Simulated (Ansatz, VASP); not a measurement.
**One calculation of Au, two programs**

The input INCAR:

```
ALGO = Fast
EDIFF = 1E-6
EDIFFG = -0.01
ENCUT = 600
GGA = PE
IBRION = 2
ISIF = 3
ISMEAR = 0
LASPH = True
LCHARG = False
LREAL = False
LWAVE = False
NELM = 60
NSW = 100
PREC = Accurate
SIGMA = 0.1
```

The input KPOINTS:

```
k-points
0
Gamma
  12 12 16
```

POSCAR

```
Au
1.0
    4.8003653832      0.0000000000      0.0000000000
   -2.4001826916      4.1572383693      0.0000000000
    0.0000000000      0.0000000000      2.7646336035
Au
3
Direct
    0.0000000000      0.0000000000      0.0000000000
    0.3333333333      0.6666666667      0.5000000000
    0.6666666667      0.3333333333      0.5000000000
```

Input for Ansatz:

```yaml
crystal:
  lattice:
    - [4.8003653832, 0.0, 0.0]
    - [-2.4001826916, 4.1572383693, 0.0]
    - [0.0, 0.0, 2.7646336035]
  atoms:
    - { symbol: Au, position: [0.0, 0.0, 0.0] }
    - { symbol: Au, position: [0.3333333333, 0.6666666667, 0.5] }
    - { symbol: Au, position: [0.6666666667, 0.3333333333, 0.5] }
basis:
  ecutwfc: 420
kpoints:
  mp_grid: { grid: [12, 12, 16] }
hamiltonian:
  xc: pbe
scf:
  occupations: { method: gaussian, width: 0.1 }
output:
  forces: true
  stress: true
  eigenvalues: true
relax:
  adjacent_minimum: "off"
  f_tol: 0.01
  max_steps: 80
  cell: { stress_tol: 0.05 }
```

Alike in both runs: task relaxation of cell and atoms; functional PBE; k mesh 12 × 12 × 16; occupations gaussian, width 0.1 eV; no spin polarisation.

|  | VASP | Ansatz |
| --- | --- | --- |
| version | VASP 6.6.1 | Ansatz 0.2.0 |
| potentials or method | VASP PAW PBE potentials, release 64 (Au), cutoff 600 eV | scalar-relativistic, plane waves, PAW |
| valence electrons in the cell | 33 | 57 |

```tsv
	VASP	Ansatz	Ansatz less VASP
gap on the k mesh at the Fermi level, each at its own relaxed structure (eV)	none	none	-
relaxed volume (Å³/atom)	18.34	18.35	+0.011
relaxed length of the cell vector where the two differ most in proportion (Å)	4.751	4.752	+0.0010
```

A gap of «none» marks a metal or a gap that the smearing closes. VASP's potentials hold 33 valence electrons a cell and Ansatz's 57, so a difference there can come from the potentials and not from the codes.

Neither program's run includes spin-orbit coupling.
